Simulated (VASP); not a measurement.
# Ge (Cmmm) in VASP: settings compared

Ge is run at these levels: LDA, PBEsol; tasks: single point.

All numbers are computed with VASP 6.6.1; they aren't measurements. Logs are shortened: lines on timing, memory, paths and dates and some standing lists are left out, and cuts for length are marked.

### 1 The cell of the first run

The structure is orthorhombic, space group Cmmm (No. 65). Conventional cell: a = 2.813 Å, b = 5.235 Å, c = 2.716 Å, α = 90.00°, β = 90.00°, γ = 90.00°. Within 3.6 Å of Ge (site symmetry mmm) lie 8 Ge at 2.72 to 2.97 Å.

### 2 Single point, LDA (volume scaled by 1.02)

File INCAR:

```
SYSTEM = Ge
PREC = Accurate ; ENCUT = 520
EDIFF = 1E-6 ; ISMEAR = -1
SIGMA = 0.05 ; LREAL = .FALSE.
LASPH = .TRUE. ; NELM = 100
ALGO = Normal ; ISIF = 2
LWAVE = .FALSE. ; LCHARG = .TRUE.
LELF = .TRUE. ; LVHAR = .TRUE.
NBANDS = 13
```

File KPOINTS:

```
Automatic mesh
0
G
  11 11 10
  0 0 0
```

File POSCAR:

```
Ge
1.0
    1.4064019120     -2.6177384622      0.0000000000
    1.4064019120      2.6177384622      0.0000000000
    0.0000000000      0.0000000000      2.7161006002
Ge
1
Direct
    0.5000000000      0.5000000000      0.0000000000
```

Potentials or basis: VASP PAW LDA potentials, release 64 (Ge_d).

Command:

```sh
$ cat potpaw_LDA.64/Ge_d/POTCAR > POTCAR
$ mpirun -np 1 vasp_std > vasp.out
```

OUTCAR:

```text
SYSTEM = Ge
   PREC = Accurate
   ENCUT = 520
   EDIFF = 1E-6
   ISMEAR = -1
   LREAL = .FALSE.
   LASPH = .TRUE.
   NELM = 100
   ISIF = 2

 ion  position               nearest neighbor table
   1  0.500  0.500  0.000-

  LATTYP: Found a base centered orthorhombic cell.
 ALAT       =     2.8128038240
 B/A-ratio  =     1.8613018369
 C/A-ratio  =     0.9656203454

  Lattice vectors:

 A1 = (   1.4064019120,  -2.6177384622,   0.0000000000)
 A2 = (   1.4064019120,   2.6177384622,   0.0000000000)
 A3 = (   0.0000000000,   0.0000000000,   2.7161006002)

Analysis of symmetry for initial positions (statically):
=====================================================================
 Subroutine PRICEL returns:
 Original cell was already a primitive cell.

 Routine SETGRP: Setting up the symmetry group for a
 base centered orthorhombic supercell.

 Subroutine GETGRP returns: Found  8 space group operations
 (whereof  8 operations were pure point group operations)
 out of a pool of  8 trial point group operations.

The static configuration has the point symmetry D_2h.

Analysis of symmetry for dynamics (positions and initial velocities):
=====================================================================
 Subroutine PRICEL returns:
 Original cell was already a primitive cell.

 Routine SETGRP: Setting up the symmetry group for a
 base centered orthorhombic supercell.

 Subroutine GETGRP returns: Found  8 space group operations
 (whereof  8 operations were pure point group operations)
 out of a pool of  8 trial point group operations.

The dynamic configuration has the point symmetry D_2h.

 Subroutine INISYM returns: Found  8 space group operations
 (whereof  8 operations are pure point group operations),
 and found     1 'primitive' translations

----------------------------------------------------------------------------------------

                                     Primitive cell

  volume of cell :      19.9992

  direct lattice vectors                    reciprocal lattice vectors
     1.406401912 -2.617738462  0.000000000     0.355517150 -0.191004566  0.000000000
     1.406401912  2.617738462  0.000000000     0.355517150  0.191004566  0.000000000
     0.000000000  0.000000000  2.716100600     0.000000000  0.000000000  0.368174875

  length of vectors
     2.971619255  2.971619255  2.716100600     0.403577983  0.403577983  0.368174875

  position of ions in fractional coordinates (direct lattice)
     0.500000000  0.500000000  0.000000000

  ion indices of the primitive-cell ions
   primitive index   ion index
                 1           1

----------------------------------------------------------------------------------------

 KPOINTS: Automatic mesh

Automatic generation of k-mesh.
 Grid dimensions read from file:
 generate k-points for:   11   11   10

 Generating k-lattice:

  Cartesian coordinates                     Fractional coordinates (reciprocal lattice)
     0.032319741 -0.017364051  0.000000000     0.090909091  0.000000000  0.000000000
     0.032319741  0.017364051  0.000000000     0.000000000  0.090909091  0.000000000
     0.000000000  0.000000000  0.036817488     0.000000000  0.000000000  0.100000000

  Length of vectors
     0.036688908  0.036688908  0.036817488

  Shift w.r.t. Gamma in fractional coordinates (k-lattice)
     0.000000000  0.000000000  0.000000000

 Subroutine IBZKPT returns following result:
 ===========================================

 Found    216 irreducible k-points:

 Following reciprocal coordinates:
            Coordinates               Weight
  0.000000  0.000000  0.000000      1.000000
  0.090909 -0.000000  0.000000      4.000000
  0.181818 -0.000000  0.000000      4.000000
  0.272727  0.000000  0.000000      4.000000
  0.363636 -0.000000  0.000000      4.000000
  0.454545 -0.000000  0.000000      4.000000
[... 16 lines left out ...]
 -0.272727  0.181818  0.000000      4.000000
 -0.181818  0.181818  0.000000      2.000000
 [... further k-points ...]
   k-points           NKPTS =    216   k-points in BZ     NKDIM =    216   number of bands    NBANDS=     13
   number of dos      NEDOS =    301   number of ions     NIONS =      1
   total plane-waves  NPLWV =  11520
   dimension x,y,z NGX =    24 NGY =   24 NGZ =   20
   dimension x,y,z NGXF=    48 NGYF=   48 NGZF=   40
   ions per type =               1
   NGX,Y,Z   is equivalent  to a cutoff of  13.43, 13.43, 12.24 a.u.
   NGXF,Y,Z  is equivalent  to a cutoff of  26.85, 26.85, 24.48 a.u.
 SYSTEM =  Ge
   PREC   = accura    normal or accurate (medium, high low for compatibility)
   ISTART =      0    job   : 0-new  1-cont  2-samecut
   ICHARG =      2    charge: 1-file 2-atom 10-const
   ISPIN  =      1    spin polarized calculation?
   LNONCOLLINEAR =      F non collinear calculations
   LSORBIT =      F    spin-orbit coupling
   LASPH  =      T    aspherical Exc in radial PAW
   ENCUT  =  520.0 eV  38.22 Ry    6.18 a.u.   5.53  5.53  5.05*2*pi/ulx,y,z
   NELM   =    100;   NELMIN=  2; NELMDL= -5     # of ELM steps
   EDIFF  = 0.1E-05   stopping-criterion for ELM
   LREAL  =      F    real-space projection
   EDIFFG = 0.1E-04   stopping-criterion for IOM
   NSW    =      0    number of steps for IOM
   IBRION =     -1    ionic relax: 0-MD 1-quasi-New 2-CG
   NFREE  =      0    steps in history (QN), initial steepest desc. (CG)
   ISIF   =      2    stress and relaxation
   ISYM   =      2    0-nonsym 1-usesym 2-fastsym
   POTIM  = 0.5000    time-step for ionic-motion
   TEBEG  =    0.0;   TEEND  =   0.0 temperature during run
   PSTRESS=    0.0 pullay stress
   NELECT =      14.0000    total number of electrons
   NUPDOWN=      -1.0000    fix difference up-down
   EMIN   =  10.00;   EMAX   =-10.00  energy-range for DOS
   EFERMI =   0.00;   METHOD = LEGACY
   ISMEAR =    -1;   SIGMA  =   0.05  broadening in eV -4-tet -1-fermi 0-gaus
   EFERMI_NEDOS =   21; number of points for ismear=-14 and -15
   IALGO  =     38    algorithm
   IMIX   =      4    mixing-type and parameters
     AMIX     =   0.40;   BMIX     =  1.00
     AMIX_MAG =   1.60;   BMIX_MAG =  1.00
  volume/ion in A,a.u.               =      20.00       134.96
  Fermi-wavevector in a.u.,A,eV,Ry     =   1.453607  2.746919 28.748746  2.112973
  Thomas-Fermi vector in A             =   2.570854
   LORBIT       =      0    0 simple, 1 ext, 2 COOP (PROOUT), +10 PAW based schemes
   GGA     = CA    functional components
   LHFCALC =     F    Hartree Fock is set to
   AEXX    =    0.0000 exact exchange contribution
   IVDW    =     0    specifies the selected vdW correction
   LEPSILON=     F    determine dielectric tensor
   LRPA    =     F    only Hartree local field effects (RPA)
 non-spin polarized calculation
  energy-cutoff  :      520.00
  volume of cell :       20.00
 maximum number of plane-waves:       553
 NGX is ok and might be reduce to    24
   NGX = 11   NGY = 11   NGZ = 11

 number of electron      14.0000008 magnetization

 Free energy of the ion-electron system (eV)
  ---------------------------------------------------
  ext. energy  EPLUGINS =         0.00000000
  ---------------------------------------------------
  free energy    TOTEN  =        -4.94732857 eV

  energy without entropy =       -4.94311251  energy(sigma->0) =       -4.94522054

 E-fermi :   5.6912     XC(G=0): -11.2223

 val. band max:        5.6686583910   @ k =   0.4545   0.0909   0.4000
 cond. band min:       5.7067767995   @ k =   0.4545   0.1818   0.4000
 fundamental gap:      0.0381184086
 Fermi energy:         5.6912245076

 k-point     1 :       0.0000    0.0000    0.0000
  band No.  band energies     occupation
      1     -19.0690      2.00000
      2     -19.0198      2.00000
      3     -18.9718      2.00000
      4     -18.8710      2.00000
      5     -18.8517      2.00000
      6      -6.9730      2.00000
      7      12.2257      0.00000
      8      12.6294      0.00000
      9      14.0898      0.00000
     10      15.9163      0.00000
     11      18.1360      0.00000
     12      20.3700      0.00000
     13      20.6573      0.00000

 k-point     2 :       0.0909   -0.0000    0.0000
  band No.  band energies     occupation
      1     -19.0636      2.00000
      2     -19.0116      2.00000
      3     -18.9727      2.00000
      4     -18.8722      2.00000
      5     -18.8554      2.00000
      6      -6.7763      2.00000
      7      11.7983      0.00000
      8      12.4148      0.00000
      9      12.6198      0.00000
     10      16.3304      0.00000
     11      17.8616      0.00000
     12      19.4529      0.00000
     13      21.6628      0.00000

 k-point     3 :       0.1818   -0.0000    0.0000
  band No.  band energies     occupation
      1     -19.0521      2.00000
      2     -18.9954      2.00000
      3     -18.9664      2.00000
      4     -18.8763      2.00000
      5     -18.8645      2.00000
      6      -6.1872      2.00000
      7       9.0937      0.00000
      8      11.2365      0.00000
      9      12.9690      0.00000
     10      15.7785      0.00000
     11      17.3780      0.00000
     12      21.3080      0.00000
     13      24.2587      0.00000
[... 305 lines left out ...]
 k-point    23 :      -0.2727    0.1818    0.0000
  band No.  band energies     occupation
      1     -19.0522      2.00000
      2     -19.0101      2.00000
      3     -18.9381      2.00000
      4     -18.8873      2.00000
      5     -18.8580      2.00000
      6      -5.7437      2.00000
      7       6.5363      0.00000
      8      10.5994      0.00000
      9      13.3489      0.00000
     10      17.3286      0.00000
     11      18.5233      0.00000
     12      22.0636      0.00000
     13      26.3115      0.00000

 k-point    24 :      -0.1818    0.1818    0.0000
  band No.  band energies     occupation
      1     -19.0611      2.00000
      2     -19.0155      2.00000
      3     -18.9484      2.00000
      4     -18.8820      2.00000
      5     -18.8539      2.00000
      6      -6.2809      2.00000
      7       7.9085      0.00000
      8      12.7349      0.00000
      9      12.8657      0.00000
     10      16.3511      0.00000
     11      17.7516      0.00000
     12      23.1870      0.00000
     13      23.3807      0.00000

 [... further k-points ...]
[... 5 lines left out ...]
  --------------------------------------------------------------------------------------
  -------------------------------------------------------------------------------------
  Total       -0.6942380     -1.0288933     -0.8005080      0.0000000      0.0000000      0.0000000
  in kB      -55.6169854    -82.4269803    -64.1305103      0.0000000      0.0000000      0.0000000
  external PRESSURE =     -67.3914920 kB  Pullay stress =       0.0000000 kB

 VOLUME and BASIS-vectors are now :
 -----------------------------------------------------------------------------
  energy-cutoff  :      520.00
  volume of cell :       20.00
      direct lattice vectors                 reciprocal lattice vectors
     1.406401912 -2.617738462  0.000000000     0.355517150 -0.191004566  0.000000000
     1.406401912  2.617738462  0.000000000     0.355517150  0.191004566  0.000000000
     0.000000000  0.000000000  2.716100600     0.000000000  0.000000000  0.368174875

 POSITION                                       TOTAL-FORCE (eV/Angst)
 -----------------------------------------------------------------------------------
      1.40640      0.00000      0.00000        -0.000000     -0.000000      0.000000
 -----------------------------------------------------------------------------------
    total drift:                               -0.000000     -0.000000     -0.000000

  FREE ENERGIE OF THE ION-ELECTRON SYSTEM (eV)
  ---------------------------------------------------
  free  energy   TOTEN  =        -4.9473285659 eV

  energy  without entropy=       -4.9431125057  energy(sigma->0) =       -4.94522054
```

Wall time 10 s (1 thread of Intel Xeon 6975P-C (Granite Rapids), shared host); peak memory 0.16 GiB.

What came out:

```yaml
Free_energy: -4.9473 eV
Pressure: -6.7 GPa
Band_gap_on_the_k_mesh: zero (band 7 reaches 12.23 eV, above the bottom of band 8 at 3.42 eV)
```

Levels at points of the mesh, in eV from the Fermi level:
| k point | band 4 | band 5 | band 6 | band 7 | band 8 | band 9 | band 10 | band 11 |
| --- | --- | --- | --- | --- | --- | --- | --- | --- |
| (0.00, 0.00, 0.00) | -24.56 | -24.54 | -12.66 | 6.53 | 6.94 | 8.40 | 10.23 | 12.44 |
| (0.00, 0.00, 0.50) | -24.60 | -24.57 | -9.02 | -5.47 | 9.62 | 11.07 | 15.95 | 16.01 |

### 3 Single point, PBEsol (volume scaled by 1.02)

File INCAR:

```
PREC = Accurate
ENCUT = 520
EDIFF = 1E-6
ISMEAR = -1
SIGMA = 0.05
LREAL = False
LASPH = True
NELM = 60
ALGO = Normal
ISIF = 2
LWAVE = False
LCHARG = True
GGA = PS
LELF = True
LVHAR = True
NBANDS = 13
```

File KPOINTS:

```
regular mesh
0
Gamma
  11 11 10
```

POSCAR is that of step 2.

Potentials or basis: VASP PAW PBE potentials, release 64 (Ge_d).

Command:

```sh
$ cat potpaw_PBE.64/Ge_d/POTCAR > POTCAR
$ mpirun -np 1 vasp_std > vasp.out
```

Wall time 11 s (1 thread of Intel Xeon 6975P-C (Granite Rapids), shared host); peak memory 0.17 GiB.

It converged, with:

```
Free energy            : -4.7213 eV
Pressure               : -5.3 GPa
Band gap on the k mesh : zero (band 7 reaches 12.42 eV, above the bottom of band 8 at 3.53 eV)
```

Stress tensor (GPa, compression positive):
```
-3.99  0.00  0.00
 0.00 -6.92  0.00
 0.00  0.00 -4.91
```

Levels at points of the mesh, in eV from the Fermi level:
```csv
k point,band 5,band 6,band 7,band 8,band 9,band 10
"(0.00, 0.00, 0.00)",-24.39,-12.68,6.58,7.02,8.50,10.14
"(0.00, 0.00, 0.50)",-24.42,-8.99,-5.53,9.76,11.23,15.90
```

Caveat: the PAW data sets were made with another functional, which shifts forces and pressure a little.

### 4 Single point, LDA (volume scaled by 1.04)

INCAR, as its differences from that of step 3:

```diff
@@ -7,3 +7,3 @@
 LASPH = True
-NELM = 60
+NELM = 100
 ALGO = Normal
@@ -12,3 +12,3 @@
 LCHARG = True
-GGA = PS
+GGA = CA
 LELF = True
```

KPOINTS is that of step 3.

File POSCAR:

```
Ge
1.0
    1.4155346479     -2.6347372402      0.0000000000
    1.4155346479      2.6347372402      0.0000000000
    0.0000000000      0.0000000000      2.7337381113
Ge
1
Direct
    0.5000000000      0.5000000000      0.0000000000
```

Potentials or basis: VASP PAW LDA potentials, release 64 (Ge_d).

Command:

```sh
$ cat potpaw_LDA.64/Ge_d/POTCAR > POTCAR
$ mpirun -np 1 vasp_std > vasp.out
```

It took 10 s on 1 thread of Intel Xeon 6975P-C (Granite Rapids), shared host; peak memory 0.16 GiB.

The run converged. Its results:

```
Free energy            : -4.9302 eV
Pressure               : -7.6 GPa
Band gap on the k mesh : zero (band 7 reaches 11.92 eV, above the bottom of band 8 at 3.29 eV)
```

Stress tensor (GPa, compression positive):
```
-6.59  0.00  0.00
 0.00 -9.02  0.00
 0.00  0.00 -7.34
```

Levels at points of the mesh, in eV from the Fermi level:
| k point | band 5 | band 6 | band 7 | band 8 | band 9 | band 10 |
| --- | --- | --- | --- | --- | --- | --- |
| (0.00, 0.00, 0.00) | -24.54 | -12.51 | 6.43 | 6.81 | 8.24 | 10.15 |
| (0.00, 0.00, 0.50) | -24.57 | -8.95 | -5.35 | 9.41 | 10.83 | 15.78 |

### 5 Single point, PBEsol (volume scaled by 1.04)

File INCAR:

```
PREC     = Accurate       # precision mode
ENCUT    = 520            # plane-wave cutoff, eV
EDIFF    = 1E-6           # SCF threshold, eV
ISMEAR   = -1             # smearing method
SIGMA    = 0.05           # smearing width, eV
LREAL    = False          # projectors in reciprocal space
LASPH    = True           # aspherical terms in the spheres
NELM     = 60             # most SCF steps
ALGO     = Normal         # electronic algorithm
ISIF     = 2              # what is computed and relaxed
LWAVE    = False          # write WAVECAR
LCHARG   = False          # write CHGCAR
GGA      = PS             # functional
NBANDS   = 13             # bands
```

KPOINTS is that of step 4.

POSCAR is that of step 4.

Potentials or basis: VASP PAW PBE potentials, release 64 (Ge_d).

Command:

```sh
$ cat potpaw_PBE.64/Ge_d/POTCAR > POTCAR
$ mpirun -np 1 vasp_std > vasp.out
```

Wall time 10 s (1 thread of Intel Xeon 6975P-C (Granite Rapids), shared host); peak memory 0.17 GiB.

It converged, with:

```yaml
Free_energy: -4.7077 eV
Pressure: -6.2 GPa
Band_gap_on_the_k_mesh: zero (band 7 reaches 12.12 eV, above the bottom of band 8 at 3.39 eV)
```

Stress tensor (GPa, compression positive):
```
-5.07  0.00  0.00
 0.00 -7.77  0.00
 0.00  0.00 -5.88
```

Levels at points of the mesh, in eV from the Fermi level:
| k point | band 4 | band 5 | band 6 | band 7 | band 8 | band 9 | band 10 | band 11 |
| --- | --- | --- | --- | --- | --- | --- | --- | --- |
| (0.00, 0.00, 0.00) | -24.41 | -24.39 | -12.52 | 6.48 | 6.89 | 8.33 | 10.06 | 12.24 |
| (0.00, 0.00, 0.50) | -24.44 | -24.41 | -8.93 | -5.41 | 9.55 | 10.98 | 15.73 | 15.77 |

Caveat: the PAW data sets were made with another functional, which shifts forces and pressure a little.

### 6 Single point, LDA (volume scaled by 1.06)

INCAR, as its differences from that of step 5:

```diff
@@ -2,3 +2,3 @@
 ENCUT    = 520            # plane-wave cutoff, eV
-EDIFF    = 1E-6           # SCF threshold, eV
+EDIFF    = 1E-7           # SCF threshold, eV
 ISMEAR   = -1             # smearing method
@@ -11,4 +11,6 @@
 LWAVE    = False          # write WAVECAR
-LCHARG   = False          # write CHGCAR
-GGA      = PS             # functional
+LCHARG   = True           # write CHGCAR
+GGA      = CA             # functional
+LELF     = True           # ELF
+LVHAR    = True         
 NBANDS   = 13             # bands
```

File KPOINTS:

```
Automatic mesh
0
Gamma
  11 11 10
```

File POSCAR:

```
Ge
1.0
    1.4245510352     -2.6515194585      0.0000000000
    1.4245510352      2.6515194585      0.0000000000
    0.0000000000      0.0000000000      2.7511509255
Ge
1
Direct
    0.5000000000      0.5000000000      0.0000000000
```

Potentials or basis: VASP PAW LDA potentials, release 64 (Ge_d).

Command:

```sh
$ cat potpaw_LDA.64/Ge_d/POTCAR > POTCAR
$ mpirun -np 1 vasp_std > vasp.out
```

Wall time 12 s (1 thread of Intel Xeon 6975P-C (Granite Rapids), shared host); peak memory 0.16 GiB.

The run converged. Its results:

```
Free energy            : -4.9109 eV
Pressure               : -8.3 GPa
Band gap on the k mesh : zero (band 7 reaches 11.63 eV, above the bottom of band 8 at 3.16 eV)
```

Stress tensor (GPa, compression positive):
```
-7.40  0.00  0.00
 0.00 -9.59  0.00
 0.00  0.00 -8.05
```

Levels at points of the mesh, in eV from the Fermi level:
```csv
k point,band 4,band 5,band 6,band 7,band 8,band 9,band 10,band 11
"(0.00, 0.00, 0.00)",-24.55,-24.54,-12.36,6.34,6.68,8.08,10.08,12.18
"(0.00, 0.00, 0.50)",-24.59,-24.56,-8.89,-5.23,9.21,10.59,15.61,15.69
```

### 7 The runs side by side

| level | potentials or basis | cell | gap on the mesh (eV) | pressure (GPa) |
| --- | --- | --- | --- | --- |
| LDA | VASP PAW LDA potentials, release 64 (Ge_d) | a = 2.972, b = 2.972, c = 2.716 Å, angles 90.0, 90.0, 123.5°, 1 atom | none | -6.7 |
| PBEsol | VASP PAW PBE potentials, release 64 (Ge_d) | a = 2.972, b = 2.972, c = 2.716 Å, angles 90.0, 90.0, 123.5°, 1 atom | none | -5.3 |
| LDA | VASP PAW LDA potentials, release 64 (Ge_d) | a = 2.991, b = 2.991, c = 2.734 Å, angles 90.0, 90.0, 123.5°, 1 atom | none | -7.6 |
| PBEsol | VASP PAW PBE potentials, release 64 (Ge_d) | a = 2.991, b = 2.991, c = 2.734 Å, angles 90.0, 90.0, 123.5°, 1 atom | none | -6.2 |
| LDA | VASP PAW LDA potentials, release 64 (Ge_d) | a = 3.010, b = 3.010, c = 2.751 Å, angles 90.0, 90.0, 123.5°, 1 atom | none | -8.3 |

Alike in all rows: task single point; no spin polarisation; k mesh 11 × 11 × 10; cutoff (eV) 520; smearing fermi-dirac 0.05 eV.

Caveats: the PAW data sets were made with another functional, which shifts forces and pressure a little (some runs).

Absolute energies hang on the potentials; compare differences alone.
